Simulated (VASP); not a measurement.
The system is SiC3.

```
CELL_PARAMETERS angstrom
2.51357 0.00000 0.00000
-1.25679 2.17682 0.00000
0.00000 0.00000 6.52424
ATOMIC_POSITIONS crystal
Si 0.66667 0.33333 0.50000
C 0.33333 0.66667 0.86841
C 0.33333 0.66667 0.13159
C 0.66667 0.33333 0.00000
```

* Program: VASP 6.6.1
* Task: relaxation of cell and atoms
* Functional: PBE
* Potentials or basis: VASP PAW PBE potentials, release 64 (Si, C)
* Cutoff: 600 eV
* k mesh: 24 × 24 × 8
* Occupations: gaussian, width 0.1 eV
* Spin: no spin polarisation

At the start: pressure 1.2 GPa; volume 8.92 Å³/atom.

Question: Where does the relaxation end?

Answer: Over 9 steps the energy falls by 2.8 meV/atom and the volume is 9.16 Å³/atom (+2.7 %); space group P-6m2 (No. 187, to 0.1 Å) before and after.

Step by step:
| step | energy change (eV) | largest force (eV/Å) | pressure (GPa) | volume (Å³) |
| --- | --- | --- | --- | --- |
| 1 | 0.0000 | 0.1299 | 1.18 | 35.70 |
| 2 | -0.0027 | 0.3849 | -0.30 | 36.04 |
| 3 | -0.0045 | 0.1872 | 0.26 | 35.90 |
| 4 | -0.0075 | 0.1252 | 0.38 | 36.05 |
| 5 | -0.0105 | 0.0234 | 0.76 | 36.40 |
| 6 | -0.0105 | 0.0385 | 0.81 | 36.43 |
| 7 | -0.0105 | 0.0629 | -0.88 | 36.88 |
| 8 | -0.0110 | 0.0100 | -0.01 | 36.64 |
| 9 | -0.0110 | 0.0090 | -0.01 | 36.65 |

Final structure:
```
Si C
1.0
     2.51158    0.00000    0.00000
    -1.25579    2.17510    0.00000
     0.00000    0.00000    6.70975
Si C
1 3
Cartesian
  1.2558 0.7250 3.3549
  0.0000 1.4501 5.8494
  0.0000 1.4501 0.8604
  1.2558 0.7250 0.0000
```
